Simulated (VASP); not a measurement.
Here is a VASP 6.6.1 calculation.

File INCAR:

```
PREC     = Accurate       # precision mode
ENCUT    = 520            # plane-wave cutoff, eV
EDIFF    = 1E-7           # SCF threshold, eV
ISMEAR   = 0              # smearing method
SIGMA    = 0.01           # smearing width, eV
LREAL    = F              # projectors in reciprocal space
LASPH    = T              # aspherical terms in the spheres
NELM     = 60             # most SCF steps
ALGO     = Normal         # electronic algorithm
ISIF     = 2              # what is computed and relaxed
LWAVE    = F              # write WAVECAR
LCHARG   = T              # write CHGCAR
GGA      = PE             # functional
LELF     = T              # ELF
LVHAR    = T            
NBANDS   = 16             # bands
```

The input KPOINTS:

```
regular mesh
0
Gamma
  4 4 4
```

The input POSCAR:

```
InP
1.0
    0.0000000000      2.9538133482      2.9538133482
    2.9538133482      0.0000000000      2.9538133482
    2.9538133482      2.9538133482      0.0000000000
In P
1 1
Direct
    0.0000000000      0.0000000000      0.0000000000
    0.2500000000      0.2500000000      0.2500000000
```

Potentials or basis: VASP PAW PBE potentials, release 64 (In_d, P).

Run with:

```sh
$ cat potpaw_PBE.64/In_d/POTCAR potpaw_PBE.64/P/POTCAR > POTCAR
$ mpirun -np 1 vasp_std > vasp.out
```

Q: Estimate the pressure.

A: 1.8 GPa.

Q: Predict the band gap on the k mesh.

A: 0.57 eV, direct.

Caveat: the k points lie up to 0.46 Å⁻¹ apart; spin-orbit coupling is left out, which moves the levels of the heavy elements. A hybrid or GW would open this gap; PBE tends to underestimate it.
